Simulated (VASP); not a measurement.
Set up this calculation in VASP 6.6.1, as the native input.

```
Task                   : single point
Functional             : PBEsol
Potentials or basis    : VASP PAW PBE potentials, release 64 (In_d, Se)
Cutoff                 : 520 eV
k mesh                 : 6 × 6 × 6
Occupations            : fermi-dirac, width 0.05 eV
Spin                   : no spin polarisation
Dipole correction      : no
Further INCAR settings : ALGO = Normal; EDIFF = 1e-07; NBANDS = 30
```

The structure of In3Se lies in POSCAR:

```
In3Se
1.0
    4.2990499251      0.0000000000      0.0000000000
    0.0000000000      4.2990499251      0.0000000000
    0.0000000000      0.0000000000      4.2990499251
In Se
3 1
Direct
    0.5000000000      0.5000000000      0.0000000000
    0.5000000000      0.0000000000      0.5000000000
    0.0000000000      0.5000000000      0.5000000000
    0.0000000000      0.0000000000      0.0000000000
```

These files were run (other wordings do the same):

INCAR

```
SYSTEM = In3Se
ALGO     = Normal         ! electronic algorithm
EDIFF    = 1E-7           ! SCF threshold, eV
ENCUT    = 520            ! plane-wave cutoff, eV
GGA      = PS             ! functional
ISIF     = 2              ! what is computed and relaxed
ISMEAR   = -1             ! smearing method
LASPH    = .TRUE.         ! aspherical terms in the spheres
LCHARG   = .TRUE.         ! write CHGCAR
LELF     = .TRUE.         ! ELF
LREAL    = .FALSE.        ! projectors in reciprocal space
LVHAR    = .TRUE.       
LWAVE    = .FALSE.        ! write WAVECAR
NBANDS   = 30             ! bands
NELM     = 100            ! most SCF steps
PREC     = Accurate       ! precision mode
SIGMA    = 0.05           ! smearing width, eV
```

KPOINTS

```
k-points
0
G
  6 6 6
  0 0 0
```

Potentials or basis: VASP PAW PBE potentials, release 64 (In_d, Se).

Run with:

```sh
$ cat potpaw_PBE.64/In_d/POTCAR potpaw_PBE.64/Se/POTCAR > POTCAR
$ mpirun -np 1 vasp_std > vasp.out
```

It gave:

```
Pressure               : 20.0 GPa
Band gap on the k mesh : zero (an odd number of electrons rules out a gap without spin polarisation)
```

Caveat: the cell stands under pressure; the PAW data sets were made with another functional, which shifts forces and pressure a little; spin-orbit coupling is left out, which moves the levels of the heavy elements.

Wall time 28 s on 1 thread of Intel(R) Xeon(R) Platinum 8488C (Sapphire Rapids) (shared host), peak memory 0.18 GiB.
